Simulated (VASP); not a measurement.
Wanted: the native input for a VASP 6.6.1 run.

```yaml
Task: single point
Functional: PBE
Potentials_or_basis: VASP PAW PBE potentials, release 64 (Co, Si)
Cutoff: 520 eV
k_mesh: 7 × 7 × 7
Occupations: fermi-dirac, width 0.05 eV
Spin: collinear spin, ferromagnetic start
Starting_moments: "[2.0, 0.0, 0.0] μB"
Fixed_moment: 2 μB
Dipole_correction: no
Further_INCAR_settings: ALGO = Normal; EDIFF = 1e-07; NBANDS = 20
```

The structure of CoSi2 lies in POSCAR:

```
CoSi2
1.0
    0.0000000000      2.6780000000      2.6780000000
    2.6780000000      0.0000000000      2.6780000000
    2.6780000000      2.6780000000      0.0000000000
Co Si
1 2
Direct
    0.0000000000      0.0000000000      0.0000000000
    0.7500000000      0.7500000000      0.7500000000
    0.2500000000      0.2500000000      0.2500000000
```

One way to write it, as run:

INCAR

```
PREC = Accurate
ENCUT = 520
EDIFF = 1E-7
ISMEAR = -1
SIGMA = 0.05
LREAL = False
LASPH = True
NELM = 150
ALGO = Normal
ISIF = 2
LWAVE = False
LCHARG = True
ISPIN = 2
MAGMOM = 2 0 0
LORBIT = 11
NUPDOWN = 2.0
LMAXMIX = 4
GGA = PE
LELF = True
LVHAR = True
NBANDS = 20
```

KPOINTS

```
regular mesh
0
Gamma
  7 7 7
```

Potentials or basis: VASP PAW PBE potentials, release 64 (Co, Si).

Command:

```console
$ cat potpaw_PBE.64/Co/POTCAR potpaw_PBE.64/Si/POTCAR > POTCAR
$ mpirun -np 1 vasp_std > vasp.out
```

It gave:

```json
{
 "Pressure": "14.3 GPa",
 "Net moment": "2.00 μB per cell",
 "Site moments": "Co +1.25; Si +0.16 μB",
 "Valence electrons inside the program's atomic spheres": "Co 8.79; Si 1.62"
}
```

Caveat: the total moment is fixed, so each spin has its own Fermi level.

It took 20 s on 1 thread of Intel(R) Xeon(R) 6975P-C (Granite Rapids) (shared host), peak memory 0.17 GiB.
